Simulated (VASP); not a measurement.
**Mo: single point with LDA**

Mo:

```
Mo
1.0
     0.00000    2.01500    2.07545
     2.01500    0.00000    2.07545
     2.01500    2.01500    0.00000
Mo
1
Direct
  0.00000 0.00000 0.00000
```

This cell differs from its parent crystal: strain +0.000 along x and y, +0.030 along z.

| Quantity | Value |
| --- | --- |
| Program | VASP 6.6.1 |
| Task | single point |
| Functional | LDA |
| Potentials or basis | VASP PAW LDA potentials, release 64 (Mo_sv) |
| Cutoff | 520 eV |
| k mesh | 20 × 20 × 20 |
| Occupations | gaussian, width 0.15 eV |
| Spin | no spin polarisation |

```json
{
 "Pressure": "-21.2 GPa",
 "Band gap on the k mesh": "zero (band 7 reaches 14.55 eV, above the bottom of band 8 at 10.35 eV)"
}
```

Stress tensor (GPa, compression positive):
```
-22.77   0.00   0.00
  0.00 -22.77   0.00
  0.00   0.00 -17.99
```

Levels at points of the mesh, in eV from the Fermi level:
```tsv
k point	band 3	band 4	band 5	band 6	band 7	band 8	band 9	band 10	band 11	band 12
(0.00, 0.00, 0.00)	-34.01	-34.01	-6.58	-0.88	-0.55	-0.55	1.56	2.03	13.09	17.44
(0.50, 0.00, 0.00)	-34.20	-34.14	-4.38	-1.02	-0.66	1.44	3.64	3.84	10.35	12.74
(0.50, 0.50, 0.00)	-34.38	-34.38	-4.64	-3.95	3.39	3.71	4.28	4.28	12.31	12.31
(0.50, 0.00, 0.50)	-34.47	-34.42	-4.66	-4.01	3.66	3.95	4.13	4.49	11.68	12.09
```

It took 50 s on 1 thread of Intel(R) Xeon(R) 6975P-C (Granite Rapids), on a shared host, peak memory 0.23 GiB.

Caveat: the cell differs from its parent crystal (strain +0.000 along x and y, +0.030 along z).
